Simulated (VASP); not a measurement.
# InPd (Pmm2) in VASP: further runs

InPd is run at these levels: PBEsol; tasks: single point.

Everything below comes from runs of VASP 6.6.1. Logs are shortened: lines on timing, memory, paths and dates and some standing lists are left out, and cuts for length are marked.

## Step 1: The cell of the first run

It takes space group Pmm2 (No. 25, orthorhombic). The conventional cell has a = 3.019 Å, b = 3.360 Å, c = 3.360 Å, α = 90.00°, β = 90.00°, γ = 90.00°. Within 3.7 Å of In (site symmetry mm2) lie 8 Pd at 2.77 to 2.86 Å and 6 In at 3.02 to 3.36 Å. Pd (site symmetry mm2) has 8 In at 2.77 to 2.86 Å and 6 Pd at 3.02 to 3.36 Å within 3.7 Å.

## Step 2: Single point, PBEsol (mode 4 frozen in at -0.035 Å, strain +e along z and -e/2 along x and y -0.0700)

The input, INCAR:

```
SYSTEM = InPd
PREC = Accurate
ENCUT = 520
EDIFF = 1E-7
ISMEAR = 0
SIGMA = 0.15
LREAL = .FALSE.
LASPH = .TRUE.
NELM = 80
ALGO = Fast
ISIF = 2
LWAVE = .FALSE.
LCHARG = .TRUE.
GGA = PS
LELF = .TRUE.
LVHAR = .TRUE.
NBANDS = 18
```

The input, KPOINTS:

```
Automatic mesh
0
G
  14 14 14
  0 0 0
```

The input, POSCAR:

```
InPd
1.0
    3.3602606235      0.0000000000      0.0000000000
    0.0000000000      3.3602606235      0.0000000000
    0.0000000000      0.0000000000      3.0193646182
In Pd
1 1
Direct
   -0.0099348178      0.0000000000      0.0000000000
    0.5107188114      0.5000000000      0.5000000000
```

Potentials or basis: VASP PAW PBE potentials, release 64 (In_d, Pd).

Command:

```bash
$ cat potpaw_PBE.64/In_d/POTCAR potpaw_PBE.64/Pd/POTCAR > POTCAR
$ mpirun -np 1 vasp_std > vasp.out
```

OUTCAR:

```text
SYSTEM = InPd
   PREC = Accurate
   ENCUT = 520
   EDIFF = 1E-7
   ISMEAR = 0
   LREAL = .FALSE.
   LASPH = .TRUE.
   NELM = 80
   ISIF = 2
   GGA = PS

 ion  position               nearest neighbor table
   1  0.990  0.000  0.000-   2 2.77   2 2.77   2 2.77   2 2.77   2 2.86   2 2.86   2 2.86   2 2.86

   2  0.511  0.500  0.500-   1 2.77   1 2.77   1 2.77   1 2.77   1 2.86   1 2.86   1 2.86   1 2.86

  LATTYP: Found a simple tetragonal cell.
 ALAT       =     3.3602606235
 C/A-ratio  =     0.8985507246

  Lattice vectors:

 A1 = (   3.3602606235,   0.0000000000,   0.0000000000)
 A2 = (   0.0000000000,   3.3602606235,   0.0000000000)
 A3 = (   0.0000000000,   0.0000000000,   3.0193646182)

Analysis of symmetry for initial positions (statically):
=====================================================================
 Subroutine PRICEL returns:
 Original cell was already a primitive cell.

 Routine SETGRP: Setting up the symmetry group for a
 simple tetragonal supercell.

 Subroutine GETGRP returns: Found  4 space group operations
 (whereof  4 operations were pure point group operations)
 out of a pool of 16 trial point group operations.

The static configuration has the point symmetry C_2v.

Analysis of symmetry for dynamics (positions and initial velocities):
=====================================================================
 Subroutine PRICEL returns:
 Original cell was already a primitive cell.

 Routine SETGRP: Setting up the symmetry group for a
 simple tetragonal supercell.

 Subroutine GETGRP returns: Found  4 space group operations
 (whereof  4 operations were pure point group operations)
 out of a pool of 16 trial point group operations.

The dynamic configuration has the point symmetry C_2v.

 Subroutine INISYM returns: Found  4 space group operations
 (whereof  4 operations are pure point group operations),
 and found     1 'primitive' translations

----------------------------------------------------------------------------------------

                                     Primitive cell

  volume of cell :      34.0927

  direct lattice vectors                    reciprocal lattice vectors
     3.360260623  0.000000000  0.000000000     0.297595964  0.000000000  0.000000000
     0.000000000  3.360260623  0.000000000     0.000000000  0.297595964  0.000000000
     0.000000000  0.000000000  3.019364618     0.000000000  0.000000000  0.331195508

  length of vectors
     3.360260623  3.360260623  3.019364618     0.297595964  0.297595964  0.331195508

[... 76 lines left out ...]
   LSORBIT =      F    spin-orbit coupling
   LASPH  =      T    aspherical Exc in radial PAW
   ENCUT  =  520.0 eV  38.22 Ry    6.18 a.u.   6.25  6.25  5.61*2*pi/ulx,y,z
   NELM   =     80;   NELMIN=  2; NELMDL= -5     # of ELM steps
   EDIFF  = 0.1E-06   stopping-criterion for ELM
   LREAL  =      F    real-space projection
   EDIFFG = 0.1E-05   stopping-criterion for IOM
   NSW    =      0    number of steps for IOM
   IBRION =     -1    ionic relax: 0-MD 1-quasi-New 2-CG
   NFREE  =      0    steps in history (QN), initial steepest desc. (CG)
   ISIF   =      2    stress and relaxation
   ISYM   =      2    0-nonsym 1-usesym 2-fastsym
   POTIM  = 0.5000    time-step for ionic-motion
   TEBEG  =    0.0;   TEEND  =   0.0 temperature during run
   PSTRESS=    0.0 pullay stress
   NELECT =      23.0000    total number of electrons
   NUPDOWN=      -1.0000    fix difference up-down
   EMIN   =  10.00;   EMAX   =-10.00  energy-range for DOS
   EFERMI =   0.00;   METHOD = LEGACY
   ISMEAR =     0;   SIGMA  =   0.15  broadening in eV -4-tet -1-fermi 0-gaus
   EFERMI_NEDOS =   21; number of points for ismear=-14 and -15
   IALGO  =     68    algorithm
   IMIX   =      4    mixing-type and parameters
     AMIX     =   0.40;   BMIX     =  1.00
     AMIX_MAG =   1.60;   BMIX_MAG =  1.00
  volume/ion in A,a.u.               =      17.05       115.03
  Fermi-wavevector in a.u.,A,eV,Ry     =   1.435810  2.713287 28.049092  2.061550
  Thomas-Fermi vector in A             =   2.555067
   LORBIT       =      0    0 simple, 1 ext, 2 COOP (PROOUT), +10 PAW based schemes
   GGA     = PS    functional components
   LHFCALC =     F    Hartree Fock is set to
   AEXX    =    0.0000 exact exchange contribution
   IVDW    =     0    specifies the selected vdW correction
   LEPSILON=     F    determine dielectric tensor
   LRPA    =     F    only Hartree local field effects (RPA)
 non-spin polarized calculation
 RMM-DIIS sequential band-by-band and
 Gauss-broadening in eV      SIGMA  =   0.15
  energy-cutoff  :      520.00
  volume of cell :       34.09
 maximum number of plane-waves:       943
 NGX is ok and might be reduce to    28
   NGX = 13   NGY = 13   NGZ = 11

 number of electron      23.0000001 magnetization

 Free energy of the ion-electron system (eV)
  ---------------------------------------------------
  ext. energy  EPLUGINS =         0.00000000
  ---------------------------------------------------
  free energy    TOTEN  =        -9.96224459 eV

  energy without entropy =       -9.95485062  energy(sigma->0) =       -9.95854760

 E-fermi :  10.8010     XC(G=0): -12.5546

 val. band max:       10.7927837810   @ k =   0.2143   0.2143   0.4286
 cond. band min:      10.8085779227   @ k =   0.4286   0.4286   0.2143
 fundamental gap:      0.0157941417
 Fermi energy:        10.8010082939

 k-point     1 :       0.0000    0.0000    0.0000
  band No.  band energies     occupation
      1      -4.3497      2.00000
      2      -4.1400      2.00000
      3      -3.8170      2.00000
      4      -3.7260      2.00000
      5      -3.7250      2.00000
      6       0.3907      2.00000
[... 481 lines left out ...]
      5      -3.7104      2.00000
      6       2.3446      2.00000
[... 10 lines left out ...]
     17      23.1376      0.00000
     18      25.0587      0.00000

 [... further k-points ...]
[... 5 lines left out ...]
  --------------------------------------------------------------------------------------
  -------------------------------------------------------------------------------------
  Total       -0.0914274     -0.0444511      0.9420331      0.0000000      0.0000000      0.0000000
  in kB       -4.2966062     -2.0889660     44.2705853      0.0000000      0.0000000      0.0000000
  external PRESSURE =      12.6283377 kB  Pullay stress =       0.0000000 kB

 VOLUME and BASIS-vectors are now :
 -----------------------------------------------------------------------------
  energy-cutoff  :      520.00
  volume of cell :       34.09
      direct lattice vectors                 reciprocal lattice vectors
     3.360260623  0.000000000  0.000000000     0.297595964  0.000000000  0.000000000
     0.000000000  3.360260623  0.000000000     0.000000000  0.297595964  0.000000000
     0.000000000  0.000000000  3.019364618     0.000000000  0.000000000  0.331195508

 POSITION                                       TOTAL-FORCE (eV/Angst)
 -----------------------------------------------------------------------------------
      3.32688      0.00000      0.00000         0.321775      0.000000      0.000000
      1.71615      1.68013      1.50968        -0.321775      0.000000      0.000000
 -----------------------------------------------------------------------------------
    total drift:                                0.000311     -0.000000      0.000000

  FREE ENERGIE OF THE ION-ELECTRON SYSTEM (eV)
  ---------------------------------------------------
  free  energy   TOTEN  =        -9.9622445930 eV

  energy  without entropy=       -9.9548506167  energy(sigma->0) =       -9.95854760
```

stdout:

```text
POSCAR found type information on POSCAR InPd
 POSCAR found :  2 types and       2 ions
 scaLAPACK will be used
 -----------------------------------------------------------------------------
[... 27 lines left out ...]
WARNING in EDDRMM: call to ZHEGV failed, returncode =   6  3     15
WARNING in EDDRMM: call to ZHEGV failed, returncode =   6  3     17
 num prob  num prob  num prob  num prob  num prob WARNING in EDDRMM: call to ZHEGV failed, returncode =   6  3     17
 num prob  num prob  num prob  num prob  num prob  num prob  num prob  num prob  num prob  num prob  num prob  num prob  num prob  num prob  num prob  num prob  num prob WARNING in EDDRMM: call to ZHEGV failed, returncode =   8  4     15
 num prob  num prob  num prob  num prob  num prob RMM:  19    -0.996224459296E+01    0.17948E-07   -0.10370E-07 11587   0.358E-03
```

It took 4.9 min on 1 thread of Intel Xeon 6975P-C, shared host; peak memory 0.43 GiB.

What came out:

```
Free energy   : -9.9622 eV
Pressure      : 1.3 GPa
Largest force : 0.322 eV/Å
```

Forces in eV/Å, atoms in the order of the input:
```
In   0.322  0.000  0.000
Pd  -0.322  0.000  0.000
```

Stress tensor (GPa, compression positive):
```
-0.43  0.00  0.00
 0.00 -0.21  0.00
 0.00  0.00  4.43
```

Caveat: the cell differs from its parent crystal (mode 4 frozen in at -0.035 Å, strain +e along z and -e/2 along x and y -0.0700); the PAW data sets were made with another functional, which shifts forces and pressure a little; spin-orbit coupling is left out, which moves the levels of the heavy elements.

## Step 3: Single point, PBEsol (mode 4 frozen in at -0.052 Å, strain +e along z and -e/2 along x and y +0.0700)

The input, INCAR:

```
SYSTEM = InPd
ALGO     = Fast           ! electronic algorithm
EDIFF    = 1E-6           ! SCF threshold, eV
ENCUT    = 520            ! plane-wave cutoff, eV
GGA      = PS             ! functional
ISIF     = 2              ! what is computed and relaxed
ISMEAR   = 0              ! smearing method
LASPH    = .True.         ! aspherical terms in the spheres
LCHARG   = .False.        ! write CHGCAR
LREAL    = .False.        ! projectors in reciprocal space
LWAVE    = .False.        ! write WAVECAR
NBANDS   = 18             ! bands
NELM     = 80             ! most SCF steps
PREC     = Accurate       ! precision mode
SIGMA    = 0.15           ! smearing width, eV
```

The input, KPOINTS:

```
k-points
0
Gamma
  14 14 14
  0 0 0
```

The input, POSCAR:

```
InPd
1.0
    3.1329966199      0.0000000000      0.0000000000
    0.0000000000      3.1329966199      0.0000000000
    0.0000000000      0.0000000000      3.4738926252
In Pd
1 1
Direct
   -0.0149022267      0.0000000000      0.0000000000
    0.5160782172      0.5000000000      0.5000000000
```

Potentials or basis: VASP PAW PBE potentials, release 64 (In_d, Pd).

Command:

```bash
$ cat potpaw_PBE.64/In_d/POTCAR potpaw_PBE.64/Pd/POTCAR > POTCAR
$ mpirun -np 1 vasp_std > vasp.out
```

Wall time 2.8 min (1 thread of AMD EPYC 9R45 (Zen 5), shared host); peak memory 0.39 GiB.

Results (log left out):

- Free energy: -9.9659 eV
- Pressure: 1.2 GPa
- Largest force: 0.385 eV/Å

Forces in eV/Å, atoms in the order of the input:
```
In   0.385  0.000  0.000
Pd  -0.385  0.000  0.000
```

Stress tensor (GPa, compression positive):
```
 1.82  0.00  0.00
 0.00  2.17  0.00
 0.00  0.00 -0.27
```

Levels at points of the mesh, in eV from the Fermi level:
| k point | band 10 | band 11 | band 12 | band 13 | band 14 | band 15 |
| --- | --- | --- | --- | --- | --- | --- |
| (0.00, 0.00, 0.00) | -2.43 | -2.17 | 2.36 | 5.17 | 5.22 | 8.29 |
| (0.50, 0.00, 0.00) | -3.18 | -2.51 | -0.80 | 8.48 | 8.83 | 9.34 |
| (0.00, 0.50, 0.00) | -3.17 | -2.50 | -0.81 | 8.63 | 8.84 | 9.21 |
| (0.50, 0.50, 0.00) | -2.17 | -2.12 | -1.52 | 1.90 | 3.20 | 8.33 |
| (0.00, 0.00, 0.50) | -3.18 | -2.23 | -1.89 | 9.58 | 9.89 | 10.56 |
| (0.50, 0.00, 0.50) | -2.63 | -2.36 | -1.92 | 1.29 | 2.26 | 10.39 |
| (0.00, 0.50, 0.50) | -2.59 | -2.34 | -1.92 | 1.30 | 2.26 | 10.42 |
| (0.50, 0.50, 0.50) | -1.50 | 0.04 | 3.56 | 3.71 | 3.79 | 4.02 |

Caveat: the cell differs from its parent crystal (mode 4 frozen in at -0.052 Å, strain +e along z and -e/2 along x and y +0.0700); the PAW data sets were made with another functional, which shifts forces and pressure a little; spin-orbit coupling is left out, which moves the levels of the heavy elements.

## Step 4: Single point, PBEsol (mode 4 frozen in at -0.035 Å, strain +e along z and -e/2 along x and y +0.0700)

The input, INCAR:

```
SYSTEM = InPd
ALGO = Fast
EDIFF = 1E-6
ENCUT = 520
GGA = PS
ISIF = 2
ISMEAR = 0
LASPH = .True.
LCHARG = .False.
LREAL = .False.
LWAVE = .False.
NBANDS = 18
NELM = 80
PREC = Accurate
SIGMA = 0.15
```

KPOINTS is that of step 3.

The input, POSCAR:

```
InPd
1.0
    3.1329966199      0.0000000000      0.0000000000
    0.0000000000      3.1329966199      0.0000000000
    0.0000000000      0.0000000000      3.4738926252
In Pd
1 1
Direct
   -0.0099348178      0.0000000000      0.0000000000
    0.5107188114      0.5000000000      0.5000000000
```

Command:

```bash
$ cat potpaw_PBE.64/In_d/POTCAR potpaw_PBE.64/Pd/POTCAR > POTCAR
$ mpirun -np 1 vasp_std > vasp.out
```

Wall time 2.7 min (1 thread of AMD EPYC 9R45 (Zen 5), shared host); peak memory 0.39 GiB.

The run converged. Its results:

```
Free energy   : -9.9762 eV
Pressure      : 1.1 GPa
Largest force : 0.257 eV/Å
```

Forces on the atoms (eV/Å):
```
In   0.257  0.000  0.000
Pd  -0.257  0.000  0.000
```

Stress tensor (GPa, compression positive):
```
 1.81  0.00  0.00
 0.00  1.97  0.00
 0.00  0.00 -0.53
```

Levels at points of the mesh, in eV from the Fermi level:
```
           k point  band 9  band 10  band 11  band 12  band 13  band 14  band 15  band 16
(0.00, 0.00, 0.00)   -2.43    -2.43    -2.17     2.35     5.16     5.19     8.29    11.39
(0.50, 0.00, 0.00)   -3.84    -3.18    -2.51    -0.80     8.55     8.83     9.27    10.78
(0.00, 0.50, 0.00)   -3.84    -3.17    -2.50    -0.81     8.62     8.84     9.21    10.68
(0.50, 0.50, 0.00)   -3.01    -2.17    -2.15    -1.51     1.91     3.20     8.31    10.33
(0.00, 0.00, 0.50)   -3.20    -3.19    -2.23    -1.89     9.73     9.89    10.47    11.35
(0.50, 0.00, 0.50)   -2.73    -2.63    -2.37    -1.91     1.30     2.26    10.38    11.72
(0.00, 0.50, 0.50)   -2.75    -2.60    -2.36    -1.91     1.30     2.26    10.39    11.74
(0.50, 0.50, 0.50)   -1.95    -1.49     0.03     3.66     3.75     3.79     4.01     4.15
```

Caveat: the cell differs from its parent crystal (mode 4 frozen in at -0.035 Å, strain +e along z and -e/2 along x and y +0.0700); the PAW data sets were made with another functional, which shifts forces and pressure a little; spin-orbit coupling is left out, which moves the levels of the heavy elements.
